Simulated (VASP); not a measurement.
# K (Pm-3m) in VASP: further runs

The runs below take K through single point, with LDA.

All numbers are computed with VASP 6.6.1; they aren't measurements. Logs are shortened: lines on timing, memory, paths and dates and some standing lists are left out, and cuts for length are marked.

### Step 1. The cell of the first run

Symmetry: Pm-3m, No. 221, cubic system. Conventional cell: a = 4.252 Å, b = 4.252 Å, c = 4.252 Å, α = 90.00°, β = 90.00°, γ = 90.00°. K (site symmetry m-3m) has 6 K at 4.25 Å within 5.6 Å.

This isn't the form of K at room conditions, which is bcc.

### Step 2. Single point, LDA

File INCAR:

```
SYSTEM = K
PREC = Accurate ; ENCUT = 500
EDIFF = 1E-6 ; ISMEAR = 1
SIGMA = 0.15 ; LREAL = .FALSE.
LASPH = .TRUE. ; NELM = 120
ALGO = Normal ; ISIF = 2
LWAVE = .FALSE. ; LCHARG = .FALSE.
GGA = CA ; NBANDS = 10
GGA_COMPAT = .FALSE.
```

File KPOINTS:

```
regular mesh
0
G
  6 6 6
  0 0 0
```

File POSCAR:

```
K
1.0
    4.2521831664      0.0000000000      0.0000000000
    0.0000000000      4.2521831664      0.0000000000
    0.0000000000      0.0000000000      4.2521831664
K
1
Direct
    0.0000000000      0.0000000000      0.0000000000
```

Potentials or basis: VASP PAW LDA potentials, release 64 (K_sv).

Started as:

```
> cat potpaw_LDA.64/K_sv/POTCAR > POTCAR
> mpirun -np 1 vasp_std > vasp.out
```

OUTCAR:

```text
SYSTEM = K
   PREC = Accurate
   ENCUT = 500
   EDIFF = 1E-6
   ISMEAR = 1
   LREAL = .FALSE.
   LASPH = .TRUE.
   NELM = 120
   ISIF = 2
   GGA = CA

 ion  position               nearest neighbor table
   1  0.000  0.000  0.000-

  LATTYP: Found a simple cubic cell.
 ALAT       =     4.2521831664

  Lattice vectors:

 A1 = (   4.2521831664,   0.0000000000,   0.0000000000)
 A2 = (   0.0000000000,   4.2521831664,   0.0000000000)
 A3 = (   0.0000000000,   0.0000000000,   4.2521831664)

Analysis of symmetry for initial positions (statically):
=====================================================================
 Subroutine PRICEL returns:
 Original cell was already a primitive cell.

 Routine SETGRP: Setting up the symmetry group for a
 simple cubic supercell.

 Subroutine GETGRP returns: Found 48 space group operations
 (whereof 48 operations were pure point group operations)
 out of a pool of 48 trial point group operations.

The static configuration has the point symmetry O_h .

Analysis of symmetry for dynamics (positions and initial velocities):
=====================================================================
 Subroutine PRICEL returns:
 Original cell was already a primitive cell.

 Routine SETGRP: Setting up the symmetry group for a
 simple cubic supercell.

 Subroutine GETGRP returns: Found 48 space group operations
 (whereof 48 operations were pure point group operations)
 out of a pool of 48 trial point group operations.

The dynamic configuration has the point symmetry O_h .

 Subroutine INISYM returns: Found 48 space group operations
 (whereof 48 operations are pure point group operations),
 and found     1 'primitive' translations

----------------------------------------------------------------------------------------

                                     Primitive cell

  volume of cell :      76.8840

  direct lattice vectors                    reciprocal lattice vectors
     4.252183166  0.000000000  0.000000000     0.235173312  0.000000000  0.000000000
     0.000000000  4.252183166  0.000000000     0.000000000  0.235173312  0.000000000
     0.000000000  0.000000000  4.252183166     0.000000000  0.000000000  0.235173312

  length of vectors
[... 76 lines left out ...]
   LREAL  =      F    real-space projection
   EDIFFG = 0.1E-04   stopping-criterion for IOM
   NSW    =      0    number of steps for IOM
   IBRION =     -1    ionic relax: 0-MD 1-quasi-New 2-CG
   NFREE  =      0    steps in history (QN), initial steepest desc. (CG)
   ISIF   =      2    stress and relaxation
   ISYM   =      2    0-nonsym 1-usesym 2-fastsym
   POTIM  = 0.5000    time-step for ionic-motion
   TEBEG  =    0.0;   TEEND  =   0.0 temperature during run
   PSTRESS=    0.0 pullay stress
   NELECT =       9.0000    total number of electrons
   NUPDOWN=      -1.0000    fix difference up-down
   EMIN   =  10.00;   EMAX   =-10.00  energy-range for DOS
   EFERMI =   0.00;   METHOD = LEGACY
   ISMEAR =     1;   SIGMA  =   0.15  broadening in eV -4-tet -1-fermi 0-gaus
   EFERMI_NEDOS =   21; number of points for ismear=-14 and -15
   IALGO  =     38    algorithm
   IMIX   =      4    mixing-type and parameters
     AMIX     =   0.40;   BMIX     =  1.00
     AMIX_MAG =   1.60;   BMIX_MAG =  1.00
  volume/ion in A,a.u.               =      76.88       518.84
  Fermi-wavevector in a.u.,A,eV,Ry     =   0.800836  1.513361  8.725942  0.641339
  Thomas-Fermi vector in A             =   1.908208
   LORBIT       =      0    0 simple, 1 ext, 2 COOP (PROOUT), +10 PAW based schemes
   GGA     = CA    functional components
   LHFCALC =     F    Hartree Fock is set to
   AEXX    =    0.0000 exact exchange contribution
   IVDW    =     0    specifies the selected vdW correction
   LEPSILON=     F    determine dielectric tensor
   LRPA    =     F    only Hartree local field effects (RPA)
 non-spin polarized calculation
 Methfessel and Paxton  Order N= 1 SIGMA  =   0.15
  energy-cutoff  :      500.00
  volume of cell :       76.88
 maximum number of plane-waves:      1980
 NGX is ok and might be reduce to    32
   NGX = 15   NGY = 15   NGZ = 15

 number of electron       8.9999998 magnetization

 Free energy of the ion-electron system (eV)
  ---------------------------------------------------
  ext. energy  EPLUGINS =         0.00000000
  ---------------------------------------------------
  free energy    TOTEN  =        -1.03897491 eV

  energy without entropy =       -1.03604450  energy(sigma->0) =       -1.03799811

 E-fermi :  -0.3077     XC(G=0):  -5.7421

 val. band max:       -0.4879656121   @ k =   0.5000   0.0000   0.0000
 cond. band min:      -0.3029165234   @ k =   0.3333   0.3333   0.1667
 fundamental gap:      0.1850490887
 Fermi energy:        -0.3076550006

 k-point     1 :       0.0000    0.0000    0.0000
  band No.  band energies     occupation
      1     -32.3685      2.00000
      2     -16.0357      2.00000
      3     -16.0357      2.00000
      4     -16.0357      2.00000
      5      -2.4866      2.00000
      6       2.4132     -0.00000
      7       2.4132     -0.00000
      8       5.7086      0.00000
      9       5.7092      0.00000
     10       5.7144      0.00000
[... 235 lines left out ...]
 k-point    20 :       0.5000    0.5000    0.5000
  band No.  band energies     occupation
      1     -32.3529      2.00000
      2     -16.1113      2.00000
      3     -16.1113      2.00000
      4     -16.1113      2.00000
      5       1.8913     -0.00000
      6       1.8913     -0.00000
      7       1.8913     -0.00000
      8       3.9556      0.00000
      9       3.9556      0.00000
     10       3.9556      0.00000

------------------------ aborting loop because EDIFF is reached ----------------------------------------

  FORCE on cell =-STRESS in cart. coord.  units (eV):
  Direction    XX          YY          ZZ          XY          YZ          ZX
  --------------------------------------------------------------------------------------
  -------------------------------------------------------------------------------------
  Total       -0.1600000     -0.1600000     -0.1600000     -0.0000000      0.0000000      0.0000000
  in kB       -3.3342240     -3.3342240     -3.3342240     -0.0000000      0.0000000      0.0000000
  external PRESSURE =      -3.3342240 kB  Pullay stress =       0.0000000 kB

 VOLUME and BASIS-vectors are now :
 -----------------------------------------------------------------------------
  energy-cutoff  :      500.00
  volume of cell :       76.88
      direct lattice vectors                 reciprocal lattice vectors
     4.252183166  0.000000000  0.000000000     0.235173312  0.000000000  0.000000000
     0.000000000  4.252183166  0.000000000     0.000000000  0.235173312  0.000000000
     0.000000000  0.000000000  4.252183166     0.000000000  0.000000000  0.235173312

 POSITION                                       TOTAL-FORCE (eV/Angst)
 -----------------------------------------------------------------------------------
      0.00000      0.00000      0.00000         0.000000      0.000000      0.000000
 -----------------------------------------------------------------------------------
    total drift:                                0.000000      0.000000      0.000000

  FREE ENERGIE OF THE ION-ELECTRON SYSTEM (eV)
  ---------------------------------------------------
  free  energy   TOTEN  =        -1.0389749098 eV

  energy  without entropy=       -1.0360445043  energy(sigma->0) =       -1.03799811
```

Wall time 11 s (1 thread of Intel Xeon 8259CL, shared host); peak memory 0.15 GiB.

Results:

| Quantity | Value |
| --- | --- |
| Free energy | -1.0390 eV |
| Pressure | -0.3 GPa |
| Band gap on the k mesh | zero (an odd number of electrons rules out a gap without spin polarisation) |

Levels at points of the mesh, in eV from the Fermi level:
```csv
k point,band 1,band 2,band 3,band 4,band 5,band 6,band 7,band 8
"(0.00, 0.00, 0.00)",-32.06,-15.73,-15.73,-15.73,-2.18,2.72,2.72,6.02
"(0.50, 0.00, 0.00)",-32.06,-15.83,-15.72,-15.72,-0.18,0.18,3.30,4.52
"(0.50, 0.50, 0.00)",-32.05,-15.82,-15.82,-15.71,1.09,1.91,2.15,2.15
"(0.50, 0.50, 0.50)",-32.05,-15.80,-15.80,-15.80,2.20,2.20,2.20,4.26
```

### Step 3. Single point, LDA

This run uses another cell than the first one, of 80.09 Å³/atom.

File INCAR:

```
SYSTEM = K
PREC = Accurate
ENCUT = 500
EDIFF = 1E-6
ISMEAR = 1
SIGMA = 0.15
LREAL = .FALSE.
LASPH = .TRUE.
NELM = 120
ALGO = Normal
ISIF = 2
LWAVE = .FALSE.
LCHARG = .FALSE.
NBANDS = 10
GGA_COMPAT = .FALSE.
```

KPOINTS is that of step 2.

File POSCAR:

```
K
1.0
    4.3104394900      0.0000000000      0.0000000000
    0.0000000000      4.3104394900      0.0000000000
    0.0000000000      0.0000000000      4.3104394900
K
1
Direct
    0.0000000000      0.0000000000      0.0000000000
```

Potentials or basis: VASP PAW LDA potentials, release 64 (K_sv).

Started as:

```
> cat potpaw_LDA.64/K_sv/POTCAR > POTCAR
> mpirun -np 1 vasp_std > vasp.out
```

Run time: 14 s. Hardware: 1 thread of Intel Xeon 8259CL, shared host; peak memory 0.15 GiB.

The run converged. Its results:

| Item | Value |
| --- | --- |
| Free energy | -1.0317 eV |
| Pressure | -0.4 GPa |
| Band gap on the k mesh | zero (an odd number of electrons rules out a gap without spin polarisation) |

Levels at points of the mesh, in eV from the Fermi level:
```tsv
k point	band 2	band 3	band 4	band 5	band 6	band 7
(0.00, 0.00, 0.00)	-15.75	-15.75	-15.75	-2.12	2.72	2.72
(0.50, 0.00, 0.00)	-15.83	-15.74	-15.74	-0.18	0.19	3.29
(0.50, 0.50, 0.00)	-15.82	-15.82	-15.73	1.13	1.86	2.09
(0.50, 0.50, 0.50)	-15.81	-15.81	-15.81	2.21	2.21	2.21
```

### Step 4. Single point, LDA

This run uses another cell than the first one, of 83.29 Å³/atom.

File INCAR:

```
SYSTEM = K
ALGO     = Normal         ! electronic algorithm
EDIFF    = 1E-6           ! SCF threshold, eV
ENCUT    = 500            ! plane-wave cutoff, eV
GGA      = CA             ! functional
GGA_COMPAT= .False.      
ISIF     = 2              ! what is computed and relaxed
ISMEAR   = 1              ! smearing method
LASPH    = .True.         ! aspherical terms in the spheres
LCHARG   = .True.         ! write CHGCAR
LELF     = .True.         ! ELF
LREAL    = .False.        ! projectors in reciprocal space
LVHAR    = .True.       
LWAVE    = .False.        ! write WAVECAR
NBANDS   = 10             ! bands
NELM     = 120            ! most SCF steps
PREC     = Accurate       ! precision mode
SIGMA    = 0.15           ! smearing width, eV
```

File KPOINTS:

```
k-points
0
Gamma
  6 6 6
  0 0 0
```

File POSCAR:

```
K
1.0
    4.3671623039      0.0000000000      0.0000000000
    0.0000000000      4.3671623039      0.0000000000
    0.0000000000      0.0000000000      4.3671623039
K
1
Direct
    0.0000000000      0.0000000000      0.0000000000
```

Potentials or basis: VASP PAW LDA potentials, release 64 (K_sv).

Started as:

```
> cat potpaw_LDA.64/K_sv/POTCAR > POTCAR
> mpirun -np 1 vasp_std > vasp.out
```

OUTCAR:

```text
SYSTEM = K
   EDIFF = 1E-6
   ENCUT = 500
   GGA = CA
   ISIF = 2
   ISMEAR = 1
   LASPH = .True.
   LREAL = .False.
   NELM = 120
   PREC = Accurate

 ion  position               nearest neighbor table
   1  0.000  0.000  0.000-

  LATTYP: Found a simple cubic cell.
 ALAT       =     4.3671623039

  Lattice vectors:

 A1 = (   4.3671623039,   0.0000000000,   0.0000000000)
 A2 = (   0.0000000000,   4.3671623039,   0.0000000000)
 A3 = (   0.0000000000,   0.0000000000,   4.3671623039)

Analysis of symmetry for initial positions (statically):
=====================================================================
 Subroutine PRICEL returns:
 Original cell was already a primitive cell.

 Routine SETGRP: Setting up the symmetry group for a
 simple cubic supercell.

 Subroutine GETGRP returns: Found 48 space group operations
 (whereof 48 operations were pure point group operations)
 out of a pool of 48 trial point group operations.

The static configuration has the point symmetry O_h .
[... 156 lines left out ...]

 val. band max:       -0.6568590874   @ k =   0.5000   0.0000   0.0000
 cond. band min:      -0.4584698565   @ k =   0.3333   0.3333   0.1667
 fundamental gap:      0.1983892310
 Fermi energy:        -0.4696901165

 k-point     1 :       0.0000    0.0000    0.0000
  band No.  band energies     occupation
      1     -32.5583      2.00000
      2     -16.2332      2.00000
      3     -16.2332      2.00000
      4     -16.2332      2.00000
      5      -2.5328      2.00000
      6       2.2503     -0.00000
      7       2.2503     -0.00000
      8       5.3760      0.00000
      9       5.3792      0.00000
     10       5.3843      0.00000
[... 235 lines left out ...]
 k-point    20 :       0.5000    0.5000    0.5000
  band No.  band energies     occupation
      1     -32.5474      2.00000
      2     -16.2919      2.00000
      3     -16.2919      2.00000
      4     -16.2919      2.00000
      5       1.7492     -0.00000
      6       1.7492     -0.00000
      7       1.7492     -0.00000
      8       3.5070      0.00000
      9       3.5070      0.00000
     10       3.5070      0.00000

------------------------ aborting loop because EDIFF is reached ----------------------------------------

  FORCE on cell =-STRESS in cart. coord.  units (eV):
  Direction    XX          YY          ZZ          XY          YZ          ZX
  --------------------------------------------------------------------------------------
  -------------------------------------------------------------------------------------
  Total       -0.2489361     -0.2489361     -0.2489361      0.0000000      0.0000000      0.0000000
  in kB       -4.7885114     -4.7885114     -4.7885114      0.0000000      0.0000000      0.0000000
  external PRESSURE =      -4.7885114 kB  Pullay stress =       0.0000000 kB

 VOLUME and BASIS-vectors are now :
 -----------------------------------------------------------------------------
  energy-cutoff  :      500.00
  volume of cell :       83.29
      direct lattice vectors                 reciprocal lattice vectors
     4.367162304  0.000000000  0.000000000     0.228981643  0.000000000  0.000000000
     0.000000000  4.367162304  0.000000000     0.000000000  0.228981643  0.000000000
     0.000000000  0.000000000  4.367162304     0.000000000  0.000000000  0.228981643

 POSITION                                       TOTAL-FORCE (eV/Angst)
 -----------------------------------------------------------------------------------
      0.00000      0.00000      0.00000         0.000000      0.000000      0.000000
 -----------------------------------------------------------------------------------
    total drift:                                0.000000     -0.000000      0.000000

  FREE ENERGIE OF THE ION-ELECTRON SYSTEM (eV)
  ---------------------------------------------------
  free  energy   TOTEN  =        -1.0229881074 eV

  energy  without entropy=       -1.0194758679  energy(sigma->0) =       -1.02181736
```

OSZICAR:

```text
N       E                     dE             d eps       ncg     rms          rms(c)
DAV:   1     0.452283230419E+02    0.45228E+02   -0.33256E+03   400   0.645E+02
DAV:   2     0.770623485367E+00   -0.44458E+02   -0.43806E+02   430   0.196E+02
DAV:   3    -0.968469895650E+00   -0.17391E+01   -0.17257E+01   620   0.280E+01
DAV:   4    -0.102385230438E+01   -0.55382E-01   -0.55360E-01   546   0.474E+00
DAV:   5    -0.102516822240E+01   -0.13159E-02   -0.13158E-02   630   0.593E-01    0.171E+00
DAV:   6    -0.102377497620E+01    0.13932E-02   -0.17751E-03   584   0.264E-01    0.108E+00
DAV:   7    -0.102296357351E+01    0.81140E-03   -0.30653E-03   532   0.311E-01    0.661E-02
DAV:   8    -0.102298353499E+01   -0.19961E-04   -0.24741E-04   554   0.159E-01    0.250E-02
DAV:   9    -0.102298903385E+01   -0.54989E-05   -0.23280E-05   602   0.373E-02    0.127E-02
DAV:  10    -0.102298810740E+01    0.92645E-06   -0.68112E-06   558   0.225E-02
   1 F= -.10229881E+01 E0= -.10218174E+01  d E =-.351224E-02
```

stdout:

```text
POSCAR found type information on POSCAR K
 POSCAR found :  1 types and       1 ions
 scaLAPACK will be used
 LDA part: xc-table for (Slater(with rela. corr.)+CA(PZ))
 , standard interpolation
 POSCAR, INCAR and KPOINTS ok, starting setup
 FFT: planning ... GRIDC
 FFT: planning ... GRID_SOFT
 FFT: planning ... GRID
 WAVECAR not read
 entering main loop
```

Run time: 14 s. Hardware: 1 thread of Intel Xeon 8259CL, shared host; peak memory 0.15 GiB.

What came out:

* Free energy: -1.0230 eV
* Pressure: -0.5 GPa
* Band gap on the k mesh: zero (an odd number of electrons rules out a gap without spin polarisation)

### Step 5. Single point, LDA

This run uses another cell than the first one, of 86.49 Å³/atom.

File INCAR:

```
ALGO = Normal
EDIFF = 1E-6
ENCUT = 500
GGA = CA
GGA_COMPAT = False
ISIF = 2
ISMEAR = 1
LASPH = True
LCHARG = True
LELF = True
LREAL = False
LVHAR = True
LWAVE = False
NBANDS = 10
NELM = 120
PREC = Accurate
SIGMA = 0.15
```

File KPOINTS:

```
k-points
0
Gamma
  6 6 6
```

File POSCAR:

```
K
1.0
    4.4224487085      0.0000000000      0.0000000000
    0.0000000000      4.4224487085      0.0000000000
    0.0000000000      0.0000000000      4.4224487085
K
1
Direct
    0.0000000000      0.0000000000      0.0000000000
```

Started as:

```
> cat potpaw_LDA.64/K_sv/POTCAR > POTCAR
> mpirun -np 1 vasp_std > vasp.out
```

Run time: 14 s. Hardware: 1 thread of Intel Xeon 8259CL, shared host; peak memory 0.15 GiB.

Results (log left out):

* Free energy: -1.0131 eV
* Pressure: -0.5 GPa
* Band gap on the k mesh: zero (an odd number of electrons rules out a gap without spin polarisation)

Levels at points of the mesh, in eV from the Fermi level:
| k point | band 1 | band 2 | band 3 | band 4 | band 5 | band 6 | band 7 | band 8 |
| --- | --- | --- | --- | --- | --- | --- | --- | --- |
| (0.00, 0.00, 0.00) | -32.10 | -15.78 | -15.78 | -15.78 | -2.01 | 2.72 | 2.72 | 5.77 |
| (0.50, 0.00, 0.00) | -32.10 | -15.85 | -15.78 | -15.78 | -0.19 | 0.20 | 3.26 | 4.38 |
| (0.50, 0.50, 0.00) | -32.10 | -15.84 | -15.84 | -15.77 | 1.20 | 1.75 | 1.97 | 1.97 |
| (0.50, 0.50, 0.50) | -32.09 | -15.83 | -15.83 | -15.83 | 2.23 | 2.23 | 2.23 | 3.85 |

### Step 6. Single point, LDA

This run uses another cell than the first one, of 89.70 Å³/atom.

File INCAR:

```
PREC = Accurate ; ENCUT = 500
EDIFF = 1E-6 ; ISMEAR = 1
SIGMA = 0.15 ; LREAL = F
LASPH = T ; NELM = 120
ALGO = Normal ; ISIF = 2
LWAVE = F ; LCHARG = T
GGA = CA ; LELF = T
LVHAR = T ; NBANDS = 10
GGA_COMPAT = F
```

File KPOINTS:

```
regular mesh
0
Gamma
  6 6 6
```

File POSCAR:

```
K
1.0
    4.4763863256      0.0000000000      0.0000000000
    0.0000000000      4.4763863256      0.0000000000
    0.0000000000      0.0000000000      4.4763863256
K
1
Direct
    0.0000000000      0.0000000000      0.0000000000
```

Potentials or basis: VASP PAW LDA potentials, release 64 (K_sv).

Started as:

```
> cat potpaw_LDA.64/K_sv/POTCAR > POTCAR
> mpirun -np 1 vasp_std > vasp.out
```

It took 18 s on 1 thread of Intel Xeon 8259CL, shared host; peak memory 0.17 GiB.

It converged, with:

* Free energy: -1.0024 eV
* Pressure: -0.6 GPa
* Band gap on the k mesh: zero (an odd number of electrons rules out a gap without spin polarisation)

Levels at points of the mesh, in eV from the Fermi level:
| k point | band 1 | band 2 | band 3 | band 4 | band 5 | band 6 | band 7 | band 8 | band 9 |
| --- | --- | --- | --- | --- | --- | --- | --- | --- | --- |
| (0.00, 0.00, 0.00) | -32.12 | -15.80 | -15.80 | -15.80 | -1.96 | 2.71 | 2.71 | 5.69 | 5.70 |
| (0.50, 0.00, 0.00) | -32.12 | -15.86 | -15.79 | -15.79 | -0.19 | 0.21 | 3.24 | 4.34 | 4.34 |
| (0.50, 0.50, 0.00) | -32.11 | -15.85 | -15.85 | -15.79 | 1.23 | 1.70 | 1.92 | 1.92 | 4.72 |
| (0.50, 0.50, 0.50) | -32.11 | -15.84 | -15.84 | -15.84 | 2.23 | 2.23 | 2.23 | 3.73 | 3.73 |

### Step 7. The runs side by side

```csv
cell,gap on the mesh (eV),pressure (GPa)
"a = 4.252 Å, 1 atom",none,-0.3
"a = 4.310 Å, 1 atom",none,-0.4
"a = 4.367 Å, 1 atom",none,-0.5
"a = 4.422 Å, 1 atom",none,-0.5
"a = 4.476 Å, 1 atom",none,-0.6
```

Alike in all rows: task single point; level LDA; potentials or basis VASP PAW LDA potentials, release 64 (K_sv); no spin polarisation; k mesh 6 × 6 × 6; cutoff (eV) 500; smearing methfessel-paxton 0.15 eV.

Absolute energies hang on the potentials; compare differences alone.

The gap in the log of VASP goes by the Fermi energy; the results here count the filled bands.